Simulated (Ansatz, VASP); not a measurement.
One calculation of WS2, two programs

Contents of POSCAR:

```
WS2
1.0
    3.2246774461      0.0000000000      0.0000000000
   -1.6123387231      2.7926525873      0.0000000000
    0.0000000000      0.0000000000     16.4956519043
W S
1 2
Direct
    0.3333333333      0.6666666667      0.0000000000
    0.6666666667      0.3333333333      0.9080224901
    0.6666666667      0.3333333333      0.0919775099
```

INCAR.step1

```
PREC = Accurate ; ENCUT = 520
ISMEAR = 0 ; SIGMA = 0.05
LREAL = False ; LASPH = True
NELM = 60 ; NBANDS = 20
GGA = PE ; ALGO = Normal
EDIFF = 1E-4 ; LWAVE = True
LCHARG = False
```

The input INCAR.step2:

```
PREC = Accurate ; ENCUT = 520
EDIFF = 1E-7 ; ISMEAR = 0
SIGMA = 0.05 ; LREAL = False
LASPH = True ; NELM = 60
ALGO = Normal ; ISIF = 2
LWAVE = False ; LCHARG = True
METAGGA = R2SCAN ; LMIXTAU = True
LELF = True ; LVHAR = True
NBANDS = 20 ; ISTART = 1
```

File KPOINTS:

```
Automatic mesh
0
Gamma
  12 12 2
```

Input for Ansatz:

```yaml
crystal:
  lattice:
    - [3.2246774461, 0.0, 0.0]
    - [-1.6123387231, 2.7926525873, 0.0]
    - [0.0, 0.0, 16.4956519043]
  atoms:
    - { symbol: W, position: [0.3333333333, 0.6666666667, 0.0] }
    - { symbol: S, position: [0.6666666667, 0.3333333333, 0.9080224901] }
    - { symbol: S, position: [0.6666666667, 0.3333333333, 0.0919775099] }
basis:
  ecutwfc: 500
kpoints:
  mp_grid: { grid: [12, 12, 2] }
hamiltonian:
  xc: r2scan
scf:
  occupations: { method: gaussian, width: 0.05 }
output:
  forces: true
  stress: true
  eigenvalues: true
```

Alike in both runs: task single point; functional r2SCAN; k mesh 12 × 12 × 2; occupations gaussian, width 0.05 eV; no spin polarisation.

|  | VASP | Ansatz |
| --- | --- | --- |
| version | VASP 6.6.1 | Ansatz 0.2.0 |
| potentials or method | VASP PAW PBE potentials, release 64 (W_sv, S), cutoff 520 eV | scalar-relativistic, plane waves, PAW |
| valence electrons in the cell | 26 | 26 |

|  | VASP | Ansatz | Ansatz less VASP |
| --- | --- | --- | --- |
| gap on the k mesh at the Fermi level (eV) | 1.34 | 1.33 | -0.016 |
| least direct gap on the mesh (eV) | 1.68 | 1.68 | -0.004 |
| rms of the force components (eV/Å) | 0.286 | 0.277 | -0.0090 |

VASP's potentials were made for PBE, not for r2SCAN. Atom by atom the forces differ by 0.009 eV/Å (rms over components). The functional is the same, so the differences come from potentials, cutoffs and numerics.

Neither program's run includes spin-orbit coupling.
